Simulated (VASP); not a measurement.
# CaSe (Fm-3m) in VASP: further runs, part 2 of 2

VASP 6.6.1.

## 3. Single point, r2SCAN (volume changed by -6%)

File POSCAR:

```
CaSe
1.0
    0.0000000000      2.9069517464      2.9069517464
    2.9069517464      0.0000000000      2.9069517464
    2.9069517464      2.9069517464      0.0000000000
Ca Se
1 1
Direct
    0.0000000000      0.0000000000      0.0000000000
    0.5000000000      0.5000000000      0.5000000000
```

File INCAR.step1:

```
SYSTEM = CaSe
ALGO = Normal ; EDIFF = 1E-4
ENCUT = 520 ; GGA = PE
ISMEAR = 0 ; LASPH = .TRUE.
LCHARG = .FALSE. ; LREAL = .FALSE.
LWAVE = .TRUE. ; NBANDS = 15
NELM = 100 ; PREC = Accurate
SIGMA = 0.01
```

File INCAR.step2:

```
SYSTEM = CaSe
ALGO = Normal ; EDIFF = 1E-7
ENCUT = 520 ; ISIF = 2
ISMEAR = 0 ; ISTART = 1
LASPH = .TRUE. ; LCHARG = .FALSE.
LMIXTAU = .TRUE. ; LREAL = .FALSE.
LWAVE = .FALSE. ; METAGGA = R2SCAN
NBANDS = 15 ; NELM = 100
PREC = Accurate ; SIGMA = 0.01
```

File KPOINTS:

```
k-points
0
G
  6 6 6
  0 0 0
```

Potentials or basis: VASP PAW PBE potentials, release 64 (Ca_sv, Se).

The run is started by

```sh
$ cat potpaw_PBE.64/Ca_sv/POTCAR potpaw_PBE.64/Se/POTCAR > POTCAR
$ cp INCAR.step1 INCAR
$ mpirun -np 1 vasp_std > vasp.out
$ cp INCAR.step2 INCAR
$ mpirun -np 1 vasp_std > vasp.out
```

OUTCAR:

```text
SYSTEM = CaSe
   EDIFF = 1E-7
   ENCUT = 520
   ISIF = 2
   ISMEAR = 0
   ISTART = 1
   LASPH = .TRUE.
   LREAL = .FALSE.
   METAGGA = R2SCAN
   NELM = 100
   PREC = Accurate

 ion  position               nearest neighbor table
   1  0.000  0.000  0.000-   2 2.91   2 2.91   2 2.91   2 2.91   2 2.91   2 2.91
   2  0.500  0.500  0.500-   1 2.91   1 2.91   1 2.91   1 2.91   1 2.91   1 2.91

  LATTYP: Found a face centered cubic cell.
 ALAT       =     5.8139034928

  Lattice vectors:

 A1 = (   0.0000000000,   2.9069517464,   2.9069517464)
 A2 = (   2.9069517464,   0.0000000000,   2.9069517464)
 A3 = (   2.9069517464,   2.9069517464,   0.0000000000)

Analysis of symmetry for initial positions (statically):
=====================================================================
 Subroutine PRICEL returns:
 Original cell was already a primitive cell.

 Routine SETGRP: Setting up the symmetry group for a
 face centered cubic supercell.

 Subroutine GETGRP returns: Found 48 space group operations
[... 9 lines left out ...]

 Routine SETGRP: Setting up the symmetry group for a
 face centered cubic supercell.

 Subroutine GETGRP returns: Found 48 space group operations
[... 11 lines left out ...]
                                     Primitive cell

  volume of cell :      49.1296

  direct lattice vectors                    reciprocal lattice vectors
     0.000000000  2.906951746  2.906951746    -0.172001479  0.172001479  0.172001479
     2.906951746  0.000000000  2.906951746     0.172001479 -0.172001479  0.172001479
     2.906951746  2.906951746  0.000000000     0.172001479  0.172001479 -0.172001479

  length of vectors
     4.111050585  4.111050585  4.111050585     0.297915301  0.297915301  0.297915301

  position of ions in fractional coordinates (direct lattice)
     0.000000000  0.000000000  0.000000000
     0.500000000  0.500000000  0.500000000

  ion indices of the primitive-cell ions
   primitive index   ion index
                 1           1
                 2           2

----------------------------------------------------------------------------------------

[... 89 lines left out ...]
   LEPSILON=     F    determine dielectric tensor
   LRPA    =     F    only Hartree local field effects (RPA)
 non-spin polarized calculation
 Gauss-broadening in eV      SIGMA  =   0.01
  energy-cutoff  :      520.00
  volume of cell :       49.13
 maximum number of plane-waves:      1363
 NGX is ok and might be reduce to    32
   NGX = 15   NGY = 15   NGZ = 15

 number of electron      16.0000002 magnetization

 Free energy of the ion-electron system (eV)
  ---------------------------------------------------
  ext. energy  EPLUGINS =         0.00000000
  ---------------------------------------------------
  free energy    TOTEN  =       -25.93865983 eV

  energy without entropy =      -25.93865983  energy(sigma->0) =      -25.93865983

 E-fermi :   2.6410     XC(G=0):  -9.8153

 val. band max:        2.5542995280   @ k =   0.0000   0.0000   0.0000
 cond. band min:       4.9123543787   @ k =   0.5000   0.5000   0.0000
 fundamental gap:      2.3580548507
 Fermi energy:         2.6409979550

 k-point     1 :       0.0000    0.0000    0.0000
  band No.  band energies     occupation
      1     -38.5848      2.00000
      2     -18.7069      2.00000
      3     -18.7069      2.00000
      4     -18.7068      2.00000
      5      -9.8325      2.00000
      6       2.5543      2.00000
      7       2.5543      2.00000
      8       2.5543      2.00000
      9       6.7532      0.00000
     10       6.7532      0.00000
     11       6.7532      0.00000
     12       7.0063      0.00000
     13       7.4020      0.00000
     14       7.4020      0.00000
[... 257 lines left out ...]
      2     -18.7944      2.00000
      3     -18.7636      2.00000
      4     -18.7556      2.00000
      5      -9.0826      2.00000
      6       0.1276      2.00000
      7       0.8771      2.00000
      8       0.9446      2.00000
      9       6.3278      0.00000
     10       8.5136      0.00000
     11       8.6071      0.00000
     12       9.2029      0.00000
     13       9.3880      0.00000
     14      10.6355      0.00000
     15      13.1034      0.00000

------------------------ aborting loop because EDIFF is reached ----------------------------------------

  FORCE on cell =-STRESS in cart. coord.  units (eV):
  Direction    XX          YY          ZZ          XY          YZ          ZX
  --------------------------------------------------------------------------------------
  -------------------------------------------------------------------------------------
  Total        1.2139610      1.2139610      1.2139610      0.0000000      0.0000000      0.0000000
  in kB       39.5887564     39.5887564     39.5887564      0.0000000      0.0000000      0.0000000
  external PRESSURE =      39.5887564 kB  Pullay stress =       0.0000000 kB

 VOLUME and BASIS-vectors are now :
 -----------------------------------------------------------------------------
  energy-cutoff  :      520.00
  volume of cell :       49.13
      direct lattice vectors                 reciprocal lattice vectors
     0.000000000  2.906951746  2.906951746    -0.172001479  0.172001479  0.172001479
     2.906951746  0.000000000  2.906951746     0.172001479 -0.172001479  0.172001479
     2.906951746  2.906951746  0.000000000     0.172001479  0.172001479 -0.172001479

 POSITION                                       TOTAL-FORCE (eV/Angst)
 -----------------------------------------------------------------------------------
      0.00000      0.00000      0.00000         0.000000      0.000000      0.000000
      2.90695      2.90695      2.90695         0.000000      0.000000      0.000000
 -----------------------------------------------------------------------------------
    total drift:                                0.000000     -0.000000     -0.000000

  FREE ENERGIE OF THE ION-ELECTRON SYSTEM (eV)
  ---------------------------------------------------
  free  energy   TOTEN  =       -25.9386598343 eV

  energy  without entropy=      -25.9386598343  energy(sigma->0) =      -25.93865983
```

It took 2.3 min on 1 thread of AMD EPYC 7R13, shared host; peak memory 0.16 GiB.

Results:

| Item | Value |
| --- | --- |
| Free energy | -25.9387 eV |
| Pressure | 4.0 GPa |
| Band gap on the k mesh | 2.36 eV, indirect (least direct gap 3.36 eV) |

Levels at points of the mesh, in eV from the valence-band top:
```csv
k point,band 6,band 7,band 8,band 9,band 10,band 11
"(0.00, 0.00, 0.00)",0.00,0.00,0.00,4.20,4.20,4.20
"(0.50, 0.00, 0.00)",-3.48,-1.31,-1.31,5.21,6.25,6.25
"(0.50, 0.50, 0.00)",-2.68,-1.00,-1.00,2.36,5.70,6.05
```

Caveat: the PAW data sets were made with another functional, which shifts forces and pressure a little.

## 4. Single point, r2SCAN (volume changed by -3%)

File POSCAR:

```
CaSe
1.0
    0.0000000000      2.9375534873      2.9375534873
    2.9375534873      0.0000000000      2.9375534873
    2.9375534873      2.9375534873      0.0000000000
Ca Se
1 1
Direct
    0.0000000000      0.0000000000      0.0000000000
    0.5000000000      0.5000000000      0.5000000000
```

File INCAR.step1:

```
  PREC = Accurate
  ENCUT = 520
  ISMEAR = 0
  SIGMA = 0.01
  LREAL = False
  LASPH = True
  NELM = 60
  NBANDS = 15
  GGA = PE
  ALGO = Normal
  EDIFF = 1E-4
  LWAVE = True
  LCHARG = False
```

File INCAR.step2:

```
  PREC = Accurate
  ENCUT = 520
  EDIFF = 1E-7
  ISMEAR = 0
  SIGMA = 0.01
  LREAL = False
  LASPH = True
  NELM = 60
  ALGO = Normal
  ISIF = 2
  LWAVE = False
  LCHARG = False
  METAGGA = R2SCAN
  LMIXTAU = True
  NBANDS = 15
  ISTART = 1
```

File KPOINTS:

```
Automatic mesh
0
Gamma
  6 6 6
```

The run is started by

```sh
$ cat potpaw_PBE.64/Ca_sv/POTCAR potpaw_PBE.64/Se/POTCAR > POTCAR
$ cp INCAR.step1 INCAR
$ mpirun -np 1 vasp_std > vasp.out
$ cp INCAR.step2 INCAR
$ mpirun -np 1 vasp_std > vasp.out
```

It took 2.4 min on 1 thread of AMD EPYC 7R13, shared host; peak memory 0.16 GiB.

Results (log left out):

- Free energy: -25.9677 eV
- Pressure: 2.0 GPa
- Band gap on the k mesh: 2.44 eV, indirect (least direct gap 3.41 eV)

Levels at points of the mesh, in eV from the valence-band top:
```tsv
k point	band 6	band 7	band 8	band 9	band 10	band 11
(0.00, 0.00, 0.00)	0.00	0.00	0.00	4.22	4.22	4.22
(0.50, 0.00, 0.00)	-3.36	-1.23	-1.23	5.16	6.16	6.17
(0.50, 0.50, 0.00)	-2.60	-0.97	-0.97	2.44	5.65	5.90
```

Caveat: the PAW data sets were made with another functional, which shifts forces and pressure a little.

## 5. Summary

| level | cell | gap on the mesh (eV) | pressure (GPa) |
| --- | --- | --- | --- |
| PBE | a = 4.296 Å, angles 60.0°, 2 atoms | 2.19 | -2.4 |
| r2SCAN | a = 4.111 Å, angles 60.0°, 2 atoms | 2.36 | 4.0 |
| r2SCAN | a = 4.154 Å, angles 60.0°, 2 atoms | 2.44 | 2.0 |

Alike in all rows: task single point; potentials or basis VASP PAW PBE potentials, release 64 (Ca_sv, Se); no spin polarisation; k mesh 6 × 6 × 6; cutoff (eV) 520; smearing gaussian 0.01 eV.

Caveats: the PAW data sets were made with another functional, which shifts forces and pressure a little (some runs).

Total energies depend on the potentials used, so only differences within one code and one set of settings carry meaning.
